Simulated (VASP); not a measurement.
Input of a VASP 6.6.1 run:

File INCAR:

```
SYSTEM = Ag
PREC = Accurate
ENCUT = 520
EDIFF = 1E-6
ISMEAR = 0
SIGMA = 0.1
LREAL = .FALSE.
LASPH = .TRUE.
NELM = 60
ALGO = Fast
ISIF = 2
LWAVE = .FALSE.
LCHARG = .FALSE.
GGA = PS
NBANDS = 30
```

KPOINTS

```
Automatic mesh
0
G
  18 18 4
  0 0 0
```

File POSCAR:

```
Ag
1.0
    2.9272606674      0.0000000000      0.0000000000
   -1.4636303337      2.5350821014      0.0000000000
    0.0000000000      0.0000000000      9.5212045587
Ag
4
Direct
    0.3333333333      0.6666666667      0.2500000000
    0.6666666667      0.3333333333      0.7500000000
    0.0000000000      0.0000000000      0.0000000000
    0.0000000000      0.0000000000      0.5000000000
```

Potentials or basis: VASP PAW PBE potentials, release 64 (Ag).

Launch:

```console
$ cat potpaw_PBE.64/Ag/POTCAR > POTCAR
$ mpirun -np 1 vasp_std > vasp.out
```

**Question.** What does it give for the band gap on the k mesh?

**Answer.** Zero (bands 22 and 23 overlap by 6.31 eV).

**Question.** What does it give for the pressure?

**Answer.** -6.0 GPa.

Caveat: the cell stands under tension; the PAW data sets were made with another functional, which shifts forces and pressure a little.
